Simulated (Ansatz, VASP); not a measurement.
# Two plane-wave programs on TePt

The input INCAR:

```
SYSTEM = TePt
PREC     = Accurate       ! precision mode
ENCUT    = 520            ! plane-wave cutoff, eV
EDIFF    = 1E-7           ! SCF threshold, eV
ISMEAR   = 0              ! smearing method
SIGMA    = 0.15           ! smearing width, eV
LREAL    = .False.        ! projectors in reciprocal space
LASPH    = .True.         ! aspherical terms in the spheres
NELM     = 80             ! most SCF steps
ALGO     = Normal         ! electronic algorithm
ISIF     = 2              ! what is computed and relaxed
LWAVE    = .False.        ! write WAVECAR
LCHARG   = .False.        ! write CHGCAR
GGA      = PS             ! functional
NBANDS   = 24             ! bands
```

KPOINTS

```
regular mesh
0
Gamma
  12 12 10
  0 0 0
```

Contents of POSCAR:

```
TePt
1.0
    4.4398797966      0.0000000000      0.0000000000
   -2.2199398983      3.8450486937      0.0000000000
    0.0000000000      0.0000000000      5.0103200000
Te Pt
2 2
Direct
    0.3333333333      0.6666666667      0.2500000000
    0.6666666667      0.3333333333      0.7500000000
    0.0000000000      0.0000000000      0.0000000000
    0.0000000000      0.0000000000      0.5000000000
```

Input for Ansatz:

```yaml
crystal:
  lattice:
    - [4.4398797966, 0.0, 0.0]
    - [-2.2199398983, 3.8450486937, 0.0]
    - [0.0, 0.0, 5.01032]
  atoms:
    - { symbol: Te, position: [0.3333333333, 0.6666666667, 0.25] }
    - { symbol: Te, position: [0.6666666667, 0.3333333333, 0.75] }
    - { symbol: Pt, position: [0.0, 0.0, 0.0] }
    - { symbol: Pt, position: [0.0, 0.0, 0.5] }
basis:
  ecutwfc: 420
kpoints:
  mp_grid: { grid: [12, 12, 10] }
hamiltonian:
  xc: pbesol
scf:
  occupations: { method: gaussian, width: 0.15 }
output:
  forces: true
  stress: true
  eigenvalues: true
```

Change from the starting cell: strain +0.080 along x and y, -0.080 along z, atoms carried along.

Alike in both runs: task single point; functional PBEsol; k mesh 12 × 12 × 10; occupations gaussian, width 0.15 eV; no spin polarisation.

|  | VASP | Ansatz |
| --- | --- | --- |
| version | VASP 6.6.1 | Ansatz 0.2.0 |
| potentials or method | VASP PAW PBE potentials, release 64 (Te, Pt), cutoff 520 eV | scalar-relativistic, plane waves, PAW |
| valence electrons in the cell | 32 | 68 |

|  | VASP | Ansatz | Ansatz less VASP |
| --- | --- | --- | --- |
| gap on the k mesh at the Fermi level (eV) | none | none | - |
| pressure (GPa) | 4.1 | 4.3 | +0.14 |
| traceless stress, the component that is largest in VASP (GPa) | 19.30 | 19.33 | +0.028 |

VASP's potentials were made for PBE, not for PBEsol. A gap of «none» marks a metal or a gap that the smearing closes. VASP's potentials hold 32 valence electrons a cell and Ansatz's 68, so a difference there can come from the potentials and not from the codes.

Spin-orbit coupling is off throughout.
